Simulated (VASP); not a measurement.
# HfSn2S6 (P-3m1) in VASP: a series of runs

The runs below take HfSn2S6 through single point, with PBE.

Everything below comes from runs of VASP 6.6.1. Logs are shortened: lines on timing, memory, paths and dates and some standing lists are left out, and cuts for length are marked.

## Step 1: The cell of the first run

Symmetry: P-3m1, No. 164, trigonal system. Conventional cell: a = 3.668 Å, b = 3.668 Å, c = 18.657 Å, α = 90.00°, β = 90.00°, γ = 120.00°. Within 3.4 Å of Hf (site symmetry -3m) lie 6 S at 2.57 Å. Sn (site symmetry 3m) has 6 S at 2.57 Å within 3.4 Å. Within 3.4 Å of S (site symmetry 3m) lie 3 Sn at 2.57 Å. Within 3.4 Å of S (site symmetry 3m) lie 3 Sn at 2.57 Å. Within 3.4 Å of S (site symmetry 3m) lie 3 Hf at 2.57 Å.

## Step 2: Single point, PBE

Input file INCAR:

```
SYSTEM = HfSn2S6
  ALGO = Normal
  EDIFF = 1E-6
  ENCUT = 520
  GGA = PE
  ISIF = 2
  ISMEAR = 0
  LASPH = .TRUE.
  LCHARG = .FALSE.
  LREAL = .FALSE.
  LWAVE = .FALSE.
  NBANDS = 47
  NELM = 100
  PREC = Accurate
  SIGMA = 0.1
```

Input file KPOINTS:

```
k-points
0
G
  6 6 1
  0 0 0
```

Input file POSCAR:

```
HfSn2S6
1.0
    3.6684297000      0.0000000000      0.0000000000
   -1.8342148500      3.1769533100      0.0000000000
    0.0000000000      0.0000000000     18.6566121100
Hf Sn S
1 2 6
Direct
    0.0000000000      0.0000000000      0.5000000000
    0.0000000000      0.0000000000      0.8333333300
    0.0000000000      0.0000000000      0.1666666700
    0.3333333300      0.6666666700      0.9115511600
    0.3333333300      0.6666666700      0.2448844900
    0.3333333300      0.6666666700      0.5782178200
    0.6666666700      0.3333333300      0.0884488400
    0.6666666700      0.3333333300      0.4217821800
    0.6666666700      0.3333333300      0.7551155100
```

Potentials or basis: VASP PAW PBE potentials, release 64 (Hf_pv, Sn_d, S).

The run is started by

```
cat potpaw_PBE.64/Hf_pv/POTCAR potpaw_PBE.64/Sn_d/POTCAR potpaw_PBE.64/S/POTCAR > POTCAR
mpirun -np 1 vasp_std > vasp.out
```

OUTCAR:

```text
SYSTEM = HfSn2S6
   EDIFF = 1E-6
   ENCUT = 520
   GGA = PE
   ISIF = 2
   ISMEAR = 0
   LASPH = .TRUE.
   LREAL = .FALSE.
   NELM = 100
   PREC = Accurate

 ion  position               nearest neighbor table
   1  0.000  0.000  0.500-   6 2.57   8 2.57   6 2.57   8 2.57   8 2.57   6 2.57
   2  0.000  0.000  0.833-   9 2.57   9 2.57   9 2.57   4 2.57   4 2.57   4 2.57
   3  0.000  0.000  0.167-   5 2.57   5 2.57   5 2.57   7 2.57   7 2.57   7 2.57
   4  0.333  0.667  0.912-   2 2.57   2 2.57   2 2.57
   5  0.333  0.667  0.245-   3 2.57   3 2.57   3 2.57
   6  0.333  0.667  0.578-   1 2.57   1 2.57   1 2.57
   7  0.667  0.333  0.088-   3 2.57   3 2.57   3 2.57
   8  0.667  0.333  0.422-   1 2.57   1 2.57   1 2.57
   9  0.667  0.333  0.755-   2 2.57   2 2.57   2 2.57

  LATTYP: Found a hexagonal cell.
 ALAT       =     3.6684297000
 C/A-ratio  =     5.0857215855

  Lattice vectors:

 A1 = (   3.6684297000,   0.0000000000,   0.0000000000)
 A2 = (  -1.8342148500,   3.1769533100,   0.0000000000)
 A3 = (   0.0000000000,   0.0000000000,  18.6566121100)

Analysis of symmetry for initial positions (statically):
=====================================================================
 Subroutine PRICEL returns:
 Original cell was already a primitive cell.

 Routine SETGRP: Setting up the symmetry group for a
 hexagonal supercell.

 Subroutine GETGRP returns: Found 12 space group operations
 (whereof 12 operations were pure point group operations)
 out of a pool of 24 trial point group operations.

The static configuration has the point symmetry D_3d.

Analysis of symmetry for dynamics (positions and initial velocities):
=====================================================================
 Subroutine PRICEL returns:
 Original cell was already a primitive cell.

 Routine SETGRP: Setting up the symmetry group for a
 hexagonal supercell.

 Subroutine GETGRP returns: Found 12 space group operations
 (whereof 12 operations were pure point group operations)
 out of a pool of 24 trial point group operations.

The dynamic configuration has the point symmetry D_3d.

 Subroutine INISYM returns: Found 12 space group operations
 (whereof 12 operations are pure point group operations),
 and found     1 'primitive' translations

----------------------------------------------------------------------------------------

                                     Primitive cell

  volume of cell :     217.4322

  direct lattice vectors                    reciprocal lattice vectors
     3.668429700  0.000000000  0.000000000     0.272596201  0.157383490  0.000000000
    -1.834214850  3.176953310  0.000000000     0.000000000  0.314766980  0.000000000
     0.000000000  0.000000000 18.656612110     0.000000000  0.000000000  0.053600300

  length of vectors
     3.668429700  3.668429698 18.656612110     0.314766980  0.314766980  0.053600300

  position of ions in fractional coordinates (direct lattice)
     0.000000000  0.000000000  0.500000000
     0.000000000  0.000000000  0.833333330
     0.000000000  0.000000000  0.166666670
     0.333333330  0.666666670  0.911551160
     0.333333330  0.666666670  0.244884490
     0.333333330  0.666666670  0.578217820
     0.666666670  0.333333330  0.088448840
     0.666666670  0.333333330  0.421782180
     0.666666670  0.333333330  0.755115510

  ion indices of the primitive-cell ions
   primitive index   ion index
                 1           1
                 2           2
                 3           3
                 4           4
                 5           5
                 6           6
                 7           7
                 8           8
                 9           9

----------------------------------------------------------------------------------------

 KPOINTS: k-points

Automatic generation of k-mesh.
 Grid dimensions read from file:
 generate k-points for:    6    6    1

 Generating k-lattice:

  Cartesian coordinates                     Fractional coordinates (reciprocal lattice)
     0.045432700  0.026230582  0.000000000     0.166666667  0.000000000  0.000000000
     0.000000000  0.052461163  0.000000000     0.000000000  0.166666667  0.000000000
     0.000000000  0.000000000  0.053600300     0.000000000  0.000000000  1.000000000

  Length of vectors
     0.052461163  0.052461163  0.053600300

  Shift w.r.t. Gamma in fractional coordinates (k-lattice)
     0.000000000  0.000000000  0.000000000

 Subroutine IBZKPT returns following result:
 ===========================================

 Found      7 irreducible k-points:

 Following reciprocal coordinates:
            Coordinates               Weight
  0.000000  0.000000  0.000000      1.000000
  0.166667 -0.000000  0.000000      6.000000
  0.333333  0.000000  0.000000      6.000000
  0.500000  0.000000  0.000000      3.000000
  0.166667  0.166667  0.000000      6.000000
  0.333333  0.166667  0.000000     12.000000
  0.333333  0.333333  0.000000      2.000000
   k-points           NKPTS =      7   k-points in BZ     NKDIM =      7   number of bands    NBANDS=     47
   number of dos      NEDOS =    301   number of ions     NIONS =      9
   total plane-waves  NPLWV = 109760
   dimension x,y,z NGX =    28 NGY =   28 NGZ =  140
   dimension x,y,z NGXF=    56 NGYF=   56 NGZF=  280
   ions per type =               1   2   6
   NGX,Y,Z   is equivalent  to a cutoff of  12.69, 12.69, 12.48 a.u.
   NGXF,Y,Z  is equivalent  to a cutoff of  25.38, 25.38, 24.95 a.u.
 SYSTEM =  HfSn2S6
   PREC   = accura    normal or accurate (medium, high low for compatibility)
   ISTART =      0    job   : 0-new  1-cont  2-samecut
   ICHARG =      2    charge: 1-file 2-atom 10-const
   ISPIN  =      1    spin polarized calculation?
   LNONCOLLINEAR =      F non collinear calculations
   LSORBIT =      F    spin-orbit coupling
   LASPH  =      T    aspherical Exc in radial PAW
   ENCUT  =  520.0 eV  38.22 Ry    6.18 a.u.   6.82  6.82 34.69*2*pi/ulx,y,z
   NELM   =    100;   NELMIN=  2; NELMDL= -5     # of ELM steps
   EDIFF  = 0.1E-05   stopping-criterion for ELM
   LREAL  =      F    real-space projection
   EDIFFG = 0.1E-04   stopping-criterion for IOM
   NSW    =      0    number of steps for IOM
   IBRION =     -1    ionic relax: 0-MD 1-quasi-New 2-CG
   NFREE  =      0    steps in history (QN), initial steepest desc. (CG)
   ISIF   =      2    stress and relaxation
   ISYM   =      2    0-nonsym 1-usesym 2-fastsym
   POTIM  = 0.5000    time-step for ionic-motion
   TEBEG  =    0.0;   TEEND  =   0.0 temperature during run
   PSTRESS=    0.0 pullay stress
   NELECT =      74.0000    total number of electrons
   NUPDOWN=      -1.0000    fix difference up-down
   EMIN   =  10.00;   EMAX   =-10.00  energy-range for DOS
   EFERMI =   0.00;   METHOD = LEGACY
   ISMEAR =     0;   SIGMA  =   0.10  broadening in eV -4-tet -1-fermi 0-gaus
   EFERMI_NEDOS =   21; number of points for ismear=-14 and -15
   IALGO  =     38    algorithm
   IMIX   =      4    mixing-type and parameters
     AMIX     =   0.40;   BMIX     =  1.00
     AMIX_MAG =   1.60;   BMIX_MAG =  1.00
  volume/ion in A,a.u.               =      24.16       163.03
  Fermi-wavevector in a.u.,A,eV,Ry     =   1.142994  2.159946 17.775146  1.306436
  Thomas-Fermi vector in A             =   2.279691
   LORBIT       =      0    0 simple, 1 ext, 2 COOP (PROOUT), +10 PAW based schemes
   GGA     = PE    functional components
   LHFCALC =     F    Hartree Fock is set to
   AEXX    =    0.0000 exact exchange contribution
   IVDW    =     0    specifies the selected vdW correction
   LEPSILON=     F    determine dielectric tensor
   LRPA    =     F    only Hartree local field effects (RPA)
 non-spin polarized calculation
 Gauss-broadening in eV      SIGMA  =   0.10
  energy-cutoff  :      520.00
  volume of cell :      217.43
 maximum number of plane-waves:      5889
 NGX is ok and might be reduce to    28
   NGX = 13   NGY = 13   NGZ = 69

 number of electron      74.0000008 magnetization

 Free energy of the ion-electron system (eV)
  ---------------------------------------------------
  ext. energy  EPLUGINS =         0.00000000
  ---------------------------------------------------
  free energy    TOTEN  =       -49.27787309 eV

  energy without entropy =      -49.27787309  energy(sigma->0) =      -49.27787309

 E-fermi :   4.0342     XC(G=0):  -9.2157

 val. band max:        3.5569824713   @ k =   0.0000   0.0000   0.0000
 cond. band min:       4.7685364901   @ k =   0.5000   0.0000   0.0000
 fundamental gap:      1.2115540188
 Fermi energy:         4.0341700786

 k-point     1 :       0.0000    0.0000    0.0000
  band No.  band energies     occupation
      1     -27.1682      2.00000
      2     -27.0628      2.00000
      3     -27.0628      2.00000
      4     -17.5236      2.00000
      5     -17.5236      2.00000
      6     -17.5236      2.00000
[... 39 lines left out ...]
     46       8.6437      0.00000
     47       8.7162      0.00000

 k-point     2 :       0.1667   -0.0000    0.0000
  band No.  band energies     occupation
      1     -27.1603      2.00000
      2     -27.1049      2.00000
      3     -27.0724      2.00000
      4     -17.5409      2.00000
      5     -17.5409      2.00000
      6     -17.5101      2.00000
[... 39 lines left out ...]
     46       8.9688      0.00000
     47       9.0722      0.00000

 k-point     3 :       0.3333    0.0000    0.0000
  band No.  band energies     occupation
      1     -27.1882      2.00000
      2     -27.1439      2.00000
      3     -27.0914      2.00000
      4     -17.5807      2.00000
      5     -17.5806      2.00000
      6     -17.4957      2.00000
[... 39 lines left out ...]
     46       9.3585      0.00000
     47       9.4767      0.00000

 k-point     4 :       0.5000    0.0000    0.0000
  band No.  band energies     occupation
      1     -27.2290      2.00000
      2     -27.1359      2.00000
      3     -27.1009      2.00000
      4     -17.6014      2.00000
      5     -17.6014      2.00000
      6     -17.4943      2.00000
[... 39 lines left out ...]
     46       9.3995      0.00000
     47       9.6002      0.00000

 k-point     5 :       0.1667    0.1667    0.0000
  band No.  band energies     occupation
      1     -27.1593      2.00000
      2     -27.1484      2.00000
      3     -27.0946      2.00000
      4     -17.5605      2.00000
      5     -17.5605      2.00000
      6     -17.5073      2.00000
[... 39 lines left out ...]
     46       9.1132      0.00000
     47       9.3173      0.00000

 k-point     6 :       0.3333    0.1667    0.0000
  band No.  band energies     occupation
      1     -27.2074      2.00000
      2     -27.1363      2.00000
      3     -27.1226      2.00000
      4     -17.5802      2.00000
      5     -17.5802      2.00000
      6     -17.5106      2.00000
[... 39 lines left out ...]
     46       9.3920      0.00000
     47       9.7045      0.00000

 k-point     7 :       0.3333    0.3333    0.0000
  band No.  band energies     occupation
      1     -27.1779      2.00000
      2     -27.1779      2.00000
      3     -27.1322      2.00000
      4     -17.5478      2.00000
      5     -17.5478      2.00000
      6     -17.5477      2.00000
[... 39 lines left out ...]
     46       9.6247      0.00000
     47       9.9347      0.00000

------------------------ aborting loop because EDIFF is reached ----------------------------------------

  FORCE on cell =-STRESS in cart. coord.  units (eV):
  Direction    XX          YY          ZZ          XY          YZ          ZX
  --------------------------------------------------------------------------------------
  -------------------------------------------------------------------------------------
  Total        1.2625758      1.2625758      1.5871418     -0.0000000      0.0000000     -0.0000000
  in kB        9.3034546      9.3034546     11.6950610     -0.0000000      0.0000000     -0.0000000
  external PRESSURE =      10.1006567 kB  Pullay stress =       0.0000000 kB

 VOLUME and BASIS-vectors are now :
 -----------------------------------------------------------------------------
  energy-cutoff  :      520.00
  volume of cell :      217.43
      direct lattice vectors                 reciprocal lattice vectors
     3.668429700  0.000000000  0.000000000     0.272596201  0.157383490  0.000000000
    -1.834214850  3.176953310  0.000000000     0.000000000  0.314766980  0.000000000
     0.000000000  0.000000000 18.656612110     0.000000000  0.000000000  0.053600300

 POSITION                                       TOTAL-FORCE (eV/Angst)
 -----------------------------------------------------------------------------------
      0.00000      0.00000      9.32831         0.000000      0.000000      0.000000
      0.00000      0.00000     15.54718         0.000000     -0.000000     -0.002014
      0.00000      0.00000      3.10944         0.000000      0.000000      0.002014
     -0.00000      2.11797     17.00646        -0.000000     -0.000000      0.277150
     -0.00000      2.11797      4.56871        -0.000000      0.000000      0.281417
     -0.00000      2.11797     10.78759        -0.000000      0.000000     -0.339885
      1.83421      1.05898      1.65016        -0.000000      0.000000     -0.277150
      1.83421      1.05898      7.86903        -0.000000     -0.000000      0.339885
      1.83421      1.05898     14.08790         0.000000     -0.000000     -0.281417
 -----------------------------------------------------------------------------------
    total drift:                                0.000000      0.000000      0.000000

  FREE ENERGIE OF THE ION-ELECTRON SYSTEM (eV)
  ---------------------------------------------------
  free  energy   TOTEN  =       -49.2778730935 eV

  energy  without entropy=      -49.2778730935  energy(sigma->0) =      -49.27787309
```

Run time: 67 s. Hardware: 1 thread of Intel Xeon Platinum 8375C at 2.90GHz (Ice Lake), shared host; peak memory 0.34 GiB.

What came out:

```yaml
Free_energy: -49.2779 eV
Pressure: 1.0 GPa
Largest_force: 0.340 eV/Å
Band_gap_on_the_k_mesh: 1.21 eV (least direct gap 1.76 eV)
```

Forces on the atoms (eV/Å):
```
Hf   0.000  0.000  0.000
Sn   0.000  0.000 -0.002
Sn   0.000  0.000  0.002
S    0.000  0.000  0.277
S    0.000  0.000  0.281
S    0.000  0.000 -0.340
S    0.000  0.000 -0.277
S    0.000  0.000  0.340
S    0.000  0.000 -0.281
```

Caveat: spin-orbit coupling is left out, which moves the levels of the heavy elements; this functional lacks dispersion, which binds layers or chains, so the pressure and a relaxed spacing across them are unreliable.

(Part 1 of 2 ends here.)
